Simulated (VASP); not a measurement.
# Cu4O (P6/mmm) in VASP: notebook, part 2 of 2

VASP 6.6.1. The steps go on from the part before.

## 4. Relaxation of cell and atoms, PBE

File INCAR:

```
PREC = Accurate
ENCUT = 600
EDIFF = 1E-6
ISMEAR = 0
SIGMA = 0.1
LREAL = False
LASPH = True
NELM = 80
ALGO = Normal
ISIF = 3
LWAVE = False
LCHARG = False
GGA = PE
IBRION = 2
NSW = 90
EDIFFG = -0.04
```

File KPOINTS:

```
regular mesh
0
Gamma
  6 6 6
```

File POSCAR:

```
Cu4O
1.0
    4.9666098988      0.0000000000      0.0000000000
   -2.4833049494      4.3012103430      0.0000000000
    0.0000000000      0.0000000000      3.5731575517
Cu O
4 1
Direct
    0.0000000000      0.0000000000      0.0000000000
    0.5000000000      0.0000000000      0.0000000000
    0.0000000000      0.5000000000      0.0000000000
    0.5000000000      0.5000000000      0.0000000000
    0.0000000000      0.0000000000      0.5000000000
```

Potentials or basis: VASP PAW PBE potentials, release 64 (Cu, O).

Run with:

```console
> cat potpaw_PBE.64/Cu/POTCAR potpaw_PBE.64/O/POTCAR > POTCAR
> mpirun -np 1 vasp_std > vasp.out
```

OUTCAR:

```text
PREC = Accurate
   ENCUT = 600
   EDIFF = 1E-6
   ISMEAR = 0
   LREAL = False
   LASPH = True
   NELM = 80
   ISIF = 3
   GGA = PE
   IBRION = 2
   NSW = 90
   EDIFFG = -0.04

 ion  position               nearest neighbor table
   1  0.000  0.000  0.000-   5 1.79   5 1.79   3 2.48   4 2.48   3 2.48   4 2.48   2 2.48   2 2.48

   2  0.500  0.000  0.000-   3 2.48   4 2.48   4 2.48   3 2.48   1 2.48   1 2.48
   3  0.000  0.500  0.000-   1 2.48   2 2.48   1 2.48   2 2.48   4 2.48   4 2.48
   4  0.500  0.500  0.000-   1 2.48   2 2.48   2 2.48   1 2.48   3 2.48   3 2.48
   5  0.000  0.000  0.500-   1 1.79   1 1.79

  LATTYP: Found a hexagonal cell.
 ALAT       =     4.9666098988
 C/A-ratio  =     0.7194359180

  Lattice vectors:

 A1 = (   4.9666098988,   0.0000000000,   0.0000000000)
 A2 = (  -2.4833049494,   4.3012103430,   0.0000000000)
 A3 = (   0.0000000000,   0.0000000000,   3.5731575517)

Analysis of symmetry for initial positions (statically):
=====================================================================
 Subroutine PRICEL returns:
 Original cell was already a primitive cell.

[... 230 lines left out ...]
 fundamental gap:      0.0109990289
 Fermi energy:         3.2646438992

 k-point     1 :       0.0000    0.0000    0.0000
  band No.  band energies     occupation
      1     -14.6324      2.00000
      2      -2.7918      2.00000
      3      -0.7872      2.00000
      4      -0.7872      2.00000
      5      -0.6889      2.00000
      6      -0.4550      2.00000
[... 781 lines left out ...]
     29       7.9039      0.00000
     30       7.9893      0.00000

 [... further k-points ...]

------------------------ aborting loop because EDIFF is reached ----------------------------------------

  FORCE on cell =-STRESS in cart. coord.  units (eV):
  Direction    XX          YY          ZZ          XY          YZ          ZX
  --------------------------------------------------------------------------------------
  -------------------------------------------------------------------------------------
  Total       -0.0043727     -0.0043727     -0.0751349      0.0000000      0.0000000     -0.0000000
  in kB       -0.0910897     -0.0910897     -1.5651595      0.0000000      0.0000000     -0.0000000
  external PRESSURE =      -0.5824463 kB  Pullay stress =       0.0000000 kB

 VOLUME and BASIS-vectors are now :
 -----------------------------------------------------------------------------
  energy-cutoff  :      600.00
  volume of cell :       76.91
      direct lattice vectors                 reciprocal lattice vectors
     4.982813578 -0.000000000  0.000000000     0.200689828  0.115868326 -0.000000000
    -2.491406789  4.315243141  0.000000000     0.000000000  0.231736652 -0.000000000
    -0.000000000  0.000000000  3.576956320     0.000000000  0.000000000  0.279567294

 POSITION                                       TOTAL-FORCE (eV/Angst)
 -----------------------------------------------------------------------------------
      4.98281     -0.00000      0.00000         0.000000     -0.000000      0.000000
      2.49141     -0.00000      0.00000        -0.000000      0.000000      0.000000
      3.73711      2.15762      0.00000         0.000000     -0.000000      0.000000
      1.24570      2.15762      0.00000        -0.000000      0.000000      0.000000
      4.98281     -0.00000      1.78848         0.000000      0.000000      0.000000
 -----------------------------------------------------------------------------------
    total drift:                               -0.000000      0.000000     -0.000000

  FREE ENERGIE OF THE ION-ELECTRON SYSTEM (eV)
  ---------------------------------------------------
  free  energy   TOTEN  =       -17.8890503939 eV

  energy  without entropy=      -17.8695658169  energy(sigma->0) =      -17.87930811

 reached required accuracy - stopping structural energy minimisation
```

OSZICAR:

```text
N       E                     dE             d eps       ncg     rms          rms(c)
DAV:   1     0.455425769387E+03    0.45543E+03   -0.25379E+04  1680   0.289E+03
[... 24 lines left out ...]
DAV:   4    -0.178900787655E+02    0.71213E-02   -0.29659E-02  1864   0.686E+00    0.261E-01
DAV:   5    -0.178896223984E+02    0.45637E-03   -0.37096E-03  2390   0.100E+00    0.181E-01
DAV:   6    -0.178890510817E+02    0.57132E-03   -0.78035E-04  2692   0.809E-01    0.332E-02
DAV:   7    -0.178890469775E+02    0.41041E-05   -0.11110E-04  2434   0.222E-01    0.105E-02
DAV:   8    -0.178890515634E+02   -0.45858E-05   -0.22457E-05  2522   0.703E-02    0.700E-03
DAV:   9    -0.178890503646E+02    0.11987E-05   -0.56896E-06  1694   0.438E-02    0.122E-03
DAV:  10    -0.178890503939E+02   -0.29258E-07   -0.20321E-07   858   0.908E-03
   2 F= -.17889050E+02 E0= -.17879308E+02  d E =-.111165E-02
```

CONTCAR:

```text
Cu4O
   1.00000000000000
     4.9828135776987583   -0.0000000000000000    0.0000000000000000
    -2.4914067888493792    4.3152431405606206    0.0000000000000000
    -0.0000000000000000    0.0000000000000000    3.5769563196883323
  Cu              O
     4     1
Direct
     1.0000000000000000    0.0000000000000000    0.0000000000000000
     0.5000000000000000    0.0000000000000000    0.0000000000000000
     1.0000000000000000    0.5000000000000000    0.0000000000000000
     0.5000000000000000    0.5000000000000000    0.0000000000000000
     1.0000000000000000    0.0000000000000000    0.5000000000000000

  0.00000000E+00  0.00000000E+00  0.00000000E+00
  0.00000000E+00  0.00000000E+00  0.00000000E+00
  0.00000000E+00  0.00000000E+00  0.00000000E+00
  0.00000000E+00  0.00000000E+00  0.00000000E+00
  0.00000000E+00  0.00000000E+00  0.00000000E+00
```

Wall time 95 s (1 thread of Intel Xeon 6975P-C (Granite Rapids), shared host); peak memory 0.24 GiB.

What came out:

```yaml
Free_energy: -17.8891 eV
Relaxed_volume: 15.38 Å³/atom
Relaxed_cell: a = 4.983 Å, b = 4.983 Å, c = 3.577 Å, α = 90.00°, β = 90.00°, γ = 120.00°
Space_group_after_relaxing_to_0.1_Å: P6/mmm (No. 191)
Energy_gained_by_relaxing: 0.2 meV/atom
Ionic_steps: 2
Pressure_after_relaxing: -0.1 GPa
Band_gap_on_the_k_mesh: zero (bands 25 and 26 overlap by 1.05 eV)
```

Step by step:
| step | energy change (eV) | largest force (eV/Å) | pressure (GPa) | volume (Å³) |
| --- | --- | --- | --- | --- |
| 1 | 0.0000 | 0.0000 | 0.55 | 76.33 |
| 2 | -0.0011 | 0.0000 | -0.06 | 76.91 |

Final structure:
```cif
data_structure
_symmetry_space_group_name_H-M 'P 1'
_symmetry_Int_Tables_number 1
_cell_length_a 4.9828
_cell_length_b 4.9828
_cell_length_c 3.5770
_cell_angle_alpha 90.000
_cell_angle_beta 90.000
_cell_angle_gamma 120.000
_cell_volume 76.91
loop_
_atom_site_label
_atom_site_type_symbol
_atom_site_fract_x
_atom_site_fract_y
_atom_site_fract_z
_atom_site_occupancy
Cu1 Cu 0.00000 0.00000 0.00000 1
Cu2 Cu 0.50000 0.00000 0.00000 1
Cu3 Cu 0.00000 0.50000 0.00000 1
Cu4 Cu 0.50000 0.50000 0.00000 1
O1 O 0.00000 0.00000 0.50000 1
```

With open d or f shells a metallic result of PBE can be an artefact of self-interaction; +U or a hybrid may open a gap.

## 5. Summary

| task | spin | cell | k mesh | cutoff (eV) | gap on the mesh (eV) | pressure (GPa) |
| --- | --- | --- | --- | --- | --- | --- |
| single point | off | a = 4.976, b = 4.976, c = 3.563 Å, angles 90.0, 90.0, 120.0°, 5 atoms | 12 × 12 × 10 | 520 | none | 0.5 |
| single point | collinear | a = 4.967, b = 4.967, c = 3.573 Å, angles 90.0, 90.0, 120.0°, 5 atoms | 6 × 6 × 4 | 520 | none | 0.4 |
| relaxation of cell and atoms | off | relaxed from a = 4.967, b = 4.967, c = 3.573 Å, angles 90.0, 90.0, 120.0°, 5 atoms | 6 × 6 × 6 | 600 | none | -0.1 |

Alike in all rows: level PBE; potentials or basis VASP PAW PBE potentials, release 64 (Cu, O); smearing gaussian 0.1 eV.

Caveats: some runs use coarse meshes.

Total energies depend on the potentials used, so only differences within one code and one set of settings carry meaning.
